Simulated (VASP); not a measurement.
# Cu (Fm-3m) in VASP: single point with LDA

Aim: the single point of Cu with LDA.

Everything below comes from runs of VASP 6.6.1. Logs are shortened: lines on timing, memory, paths and dates and some standing lists are left out, and cuts for length are marked.

### 1 The cell of the first run

The structure is cubic, space group Fm-3m (No. 225). Conventional cell: a = 3.650 Å, b = 3.650 Å, c = 3.650 Å, α = 90.00°, β = 90.00°, γ = 90.00°. Within 3.4 Å of Cu (site symmetry m-3m) lie 12 Cu at 2.58 Å.

### 2 Single point, LDA

Input file INCAR:

```
  PREC = Accurate
  ENCUT = 600
  EDIFF = 1E-6
  ISMEAR = 0
  SIGMA = 0.1
  LREAL = False
  LASPH = True
  NELM = 120
  ALGO = Normal
  ISIF = 2
  LWAVE = False
  LCHARG = False
  GGA = CA
  NBANDS = 12
  GGA_COMPAT = False
```

Input file KPOINTS:

```
regular mesh
0
Gamma
  8 8 8
```

Input file POSCAR:

```
Cu
1.0
    0.0000000000      1.8250000000      1.8250000000
    1.8250000000      0.0000000000      1.8250000000
    1.8250000000      1.8250000000      0.0000000000
Cu
1
Direct
    0.0000000000      0.0000000000      0.0000000000
```

Potentials or basis: VASP PAW LDA potentials, release 64 (Cu).

Command:

```console
$ cat potpaw_LDA.64/Cu/POTCAR > POTCAR
$ mpirun -np 1 vasp_std > vasp.out
```

OUTCAR:

```text
PREC = Accurate
   ENCUT = 600
   EDIFF = 1E-6
   ISMEAR = 0
   LREAL = False
   LASPH = True
   NELM = 120
   ISIF = 2
   GGA = CA

 ion  position               nearest neighbor table
   1  0.000  0.000  0.000-

  LATTYP: Found a face centered cubic cell.
 ALAT       =     3.6500000000

  Lattice vectors:

 A1 = (   0.0000000000,   1.8250000000,   1.8250000000)
 A2 = (   1.8250000000,   0.0000000000,   1.8250000000)
 A3 = (   1.8250000000,   1.8250000000,   0.0000000000)

Analysis of symmetry for initial positions (statically):
=====================================================================
 Subroutine PRICEL returns:
 Original cell was already a primitive cell.

 Routine SETGRP: Setting up the symmetry group for a
 face centered cubic supercell.

 Subroutine GETGRP returns: Found 48 space group operations
 (whereof 48 operations were pure point group operations)
 out of a pool of 48 trial point group operations.

The static configuration has the point symmetry O_h .

Analysis of symmetry for dynamics (positions and initial velocities):
=====================================================================
 Subroutine PRICEL returns:
 Original cell was already a primitive cell.

 Routine SETGRP: Setting up the symmetry group for a
 face centered cubic supercell.

 Subroutine GETGRP returns: Found 48 space group operations
 (whereof 48 operations were pure point group operations)
 out of a pool of 48 trial point group operations.

The dynamic configuration has the point symmetry O_h .

 Subroutine INISYM returns: Found 48 space group operations
 (whereof 48 operations are pure point group operations),
 and found     1 'primitive' translations

----------------------------------------------------------------------------------------

                                     Primitive cell

  volume of cell :      12.1568

  direct lattice vectors                    reciprocal lattice vectors
     0.000000000  1.825000000  1.825000000    -0.273972603  0.273972603  0.273972603
     1.825000000  0.000000000  1.825000000     0.273972603 -0.273972603  0.273972603
     1.825000000  1.825000000  0.000000000     0.273972603  0.273972603 -0.273972603

  length of vectors
     2.580939751  2.580939751  2.580939751     0.474534468  0.474534468  0.474534468

  position of ions in fractional coordinates (direct lattice)
     0.000000000  0.000000000  0.000000000

  ion indices of the primitive-cell ions
   primitive index   ion index
                 1           1

----------------------------------------------------------------------------------------

 KPOINTS: regular mesh

Automatic generation of k-mesh.
 Grid dimensions read from file:
 generate k-points for:    8    8    8

 Generating k-lattice:

  Cartesian coordinates                     Fractional coordinates (reciprocal lattice)
    -0.034246575  0.034246575  0.034246575     0.125000000  0.000000000  0.000000000
     0.034246575 -0.034246575  0.034246575     0.000000000  0.125000000  0.000000000
     0.034246575  0.034246575 -0.034246575     0.000000000  0.000000000  0.125000000

  Length of vectors
     0.059316808  0.059316808  0.059316808

  Shift w.r.t. Gamma in fractional coordinates (k-lattice)
     0.000000000  0.000000000  0.000000000

 Subroutine IBZKPT returns following result:
 ===========================================

 Found     29 irreducible k-points:

 Following reciprocal coordinates:
            Coordinates               Weight
  0.000000  0.000000  0.000000      1.000000
  0.125000  0.000000  0.000000      8.000000
  0.250000  0.000000  0.000000      8.000000
  0.375000  0.000000  0.000000      8.000000
  0.500000  0.000000  0.000000      4.000000
  0.125000  0.125000  0.000000      6.000000
[... 16 lines left out ...]
  0.500000  0.250000  0.125000     48.000000
 -0.375000  0.250000  0.125000     24.000000
 [... further k-points ...]
   k-points           NKPTS =     29   k-points in BZ     NKDIM =     29   number of bands    NBANDS=     12
   number of dos      NEDOS =    301   number of ions     NIONS =      1
   total plane-waves  NPLWV =  13824
   dimension x,y,z NGX =    24 NGY =   24 NGZ =   24
   dimension x,y,z NGXF=    48 NGYF=   48 NGZF=   48
   ions per type =               1
   NGX,Y,Z   is equivalent  to a cutoff of  15.46, 15.46, 15.46 a.u.
   NGXF,Y,Z  is equivalent  to a cutoff of  30.92, 30.92, 30.92 a.u.
 SYSTEM =  unknown system
   PREC   = accura    normal or accurate (medium, high low for compatibility)
   ISTART =      0    job   : 0-new  1-cont  2-samecut
   ICHARG =      2    charge: 1-file 2-atom 10-const
   ISPIN  =      1    spin polarized calculation?
   LNONCOLLINEAR =      F non collinear calculations
   LSORBIT =      F    spin-orbit coupling
   LASPH  =      T    aspherical Exc in radial PAW
   ENCUT  =  600.0 eV  44.10 Ry    6.64 a.u.   5.15  5.15  5.15*2*pi/ulx,y,z
   NELM   =    120;   NELMIN=  2; NELMDL= -5     # of ELM steps
   EDIFF  = 0.1E-05   stopping-criterion for ELM
   LREAL  =      F    real-space projection
   EDIFFG = 0.1E-04   stopping-criterion for IOM
   NSW    =      0    number of steps for IOM
   IBRION =     -1    ionic relax: 0-MD 1-quasi-New 2-CG
   NFREE  =      0    steps in history (QN), initial steepest desc. (CG)
   ISIF   =      2    stress and relaxation
   ISYM   =      2    0-nonsym 1-usesym 2-fastsym
   POTIM  = 0.5000    time-step for ionic-motion
   TEBEG  =    0.0;   TEEND  =   0.0 temperature during run
   PSTRESS=    0.0 pullay stress
   NELECT =      11.0000    total number of electrons
   NUPDOWN=      -1.0000    fix difference up-down
   EMIN   =  10.00;   EMAX   =-10.00  energy-range for DOS
   EFERMI =   0.00;   METHOD = LEGACY
   ISMEAR =     0;   SIGMA  =   0.10  broadening in eV -4-tet -1-fermi 0-gaus
   EFERMI_NEDOS =   21; number of points for ismear=-14 and -15
   IALGO  =     38    algorithm
   IMIX   =      4    mixing-type and parameters
     AMIX     =   0.40;   BMIX     =  1.00
     AMIX_MAG =   1.60;   BMIX_MAG =  1.00
  volume/ion in A,a.u.               =      12.16        82.04
  Fermi-wavevector in a.u.,A,eV,Ry     =   1.583432  2.992253 34.113318  2.507258
  Thomas-Fermi vector in A             =   2.683204
   LORBIT       =      0    0 simple, 1 ext, 2 COOP (PROOUT), +10 PAW based schemes
   GGA     = CA    functional components
   LHFCALC =     F    Hartree Fock is set to
   AEXX    =    0.0000 exact exchange contribution
   IVDW    =     0    specifies the selected vdW correction
   LEPSILON=     F    determine dielectric tensor
   LRPA    =     F    only Hartree local field effects (RPA)
 non-spin polarized calculation
 Gauss-broadening in eV      SIGMA  =   0.10
  energy-cutoff  :      600.00
  volume of cell :       12.16
 maximum number of plane-waves:       416
 NGX is ok and might be reduce to    24
   NGX = 11   NGY = 11   NGZ = 11

 number of electron      11.0000000 magnetization

 Free energy of the ion-electron system (eV)
  ---------------------------------------------------
  ext. energy  EPLUGINS =         0.00000000
  ---------------------------------------------------
  free energy    TOTEN  =        -4.61648318 eV

  energy without entropy =       -4.61343594  energy(sigma->0) =       -4.61495956

 E-fermi :   6.8857     XC(G=0): -12.9334

 val. band max:        6.8111252221   @ k =   0.5000   0.2500   0.1250
 cond. band min:       7.1270929395   @ k =   0.5000   0.1250   0.0000
 fundamental gap:      0.3159677174
 Fermi energy:         6.8856655707

 k-point     1 :       0.0000    0.0000    0.0000
  band No.  band energies     occupation
      1      -2.1493      2.00000
      2       4.0063      2.00000
      3       4.0063      2.00000
      4       4.0063      2.00000
      5       4.8080      2.00000
      6       4.8080      2.00000
      7      29.4379      0.00000
      8      31.6697      0.00000
      9      31.6697      0.00000
     10      31.6697      0.00000
     11      34.1975      0.00000
     12      34.1975      0.00000

 k-point     2 :       0.1250    0.0000    0.0000
  band No.  band energies     occupation
      1      -1.5977      2.00000
      2       3.9027      2.00000
      3       4.0967      2.00000
      4       4.0967      2.00000
      5       4.7804      2.00000
      6       4.7804      2.00000
      7      25.4627      0.00000
      8      29.9605      0.00000
      9      30.4866      0.00000
     10      30.4866      0.00000
     11      36.1105      0.00000
     12      36.1118      0.00000

 k-point     3 :       0.2500    0.0000    0.0000
  band No.  band energies     occupation
      1      -0.0702      2.00000
      2       3.7728      2.00000
      3       4.1601      2.00000
      4       4.1601      2.00000
      5       4.8865      2.00000
      6       4.8865      2.00000
      7      19.1720      0.00000
      8      29.2648      0.00000
      9      29.2648      0.00000
     10      29.2916      0.00000
     11      34.9512      0.00000
     12      34.9512      0.00000
[... 286 lines left out ...]
 k-point    23 :       0.5000    0.2500    0.1250
  band No.  band energies     occupation
      1       2.4861      2.00000
      2       3.4661      2.00000
      3       3.7518      2.00000
      4       4.5432      2.00000
      5       5.1299      2.00000
      6       6.8111      1.70819
      7      14.7932      0.00000
      8      20.1629      0.00000
      9      23.0178      0.00000
     10      30.4217      0.00000
     11      33.9236      0.00000
     12      37.5117      0.00000

 k-point    24 :      -0.3750    0.2500    0.1250
  band No.  band energies     occupation
      1       2.7746      2.00000
      2       3.4650      2.00000
      3       3.9604      2.00000
      4       4.4450      2.00000
      5       5.2977      2.00000
      6       9.0780      0.00000
      7      11.0661      0.00000
      8      20.9527      0.00000
      9      21.1587      0.00000
     10      30.1395      0.00000
     11      33.8011      0.00000
     12      41.1807      0.00000

 [... further k-points ...]
[... 5 lines left out ...]
  --------------------------------------------------------------------------------------
  -------------------------------------------------------------------------------------
  Total       -1.0763739     -1.0763739     -1.0763739      0.0000000      0.0000000     -0.0000000
  in kB     -141.8584252   -141.8584252   -141.8584252      0.0000000      0.0000000     -0.0000000
  external PRESSURE =    -141.8584252 kB  Pullay stress =       0.0000000 kB

 VOLUME and BASIS-vectors are now :
 -----------------------------------------------------------------------------
  energy-cutoff  :      600.00
  volume of cell :       12.16
      direct lattice vectors                 reciprocal lattice vectors
     0.000000000  1.825000000  1.825000000    -0.273972603  0.273972603  0.273972603
     1.825000000  0.000000000  1.825000000     0.273972603 -0.273972603  0.273972603
     1.825000000  1.825000000  0.000000000     0.273972603  0.273972603 -0.273972603

 POSITION                                       TOTAL-FORCE (eV/Angst)
 -----------------------------------------------------------------------------------
      0.00000      0.00000      0.00000         0.000000      0.000000      0.000000
 -----------------------------------------------------------------------------------
    total drift:                               -0.000000      0.000000     -0.000000

  FREE ENERGIE OF THE ION-ELECTRON SYSTEM (eV)
  ---------------------------------------------------
  free  energy   TOTEN  =        -4.6164831785 eV

  energy  without entropy=       -4.6134359403  energy(sigma->0) =       -4.61495956
```

Wall time 6 s (1 thread of Intel Xeon 6975P-C, shared host); peak memory 0.13 GiB.

What came out:

```yaml
Free_energy: -4.6165 eV
Pressure: -14.2 GPa
```

Caveat: the k points lie up to 0.37 Å⁻¹ apart.
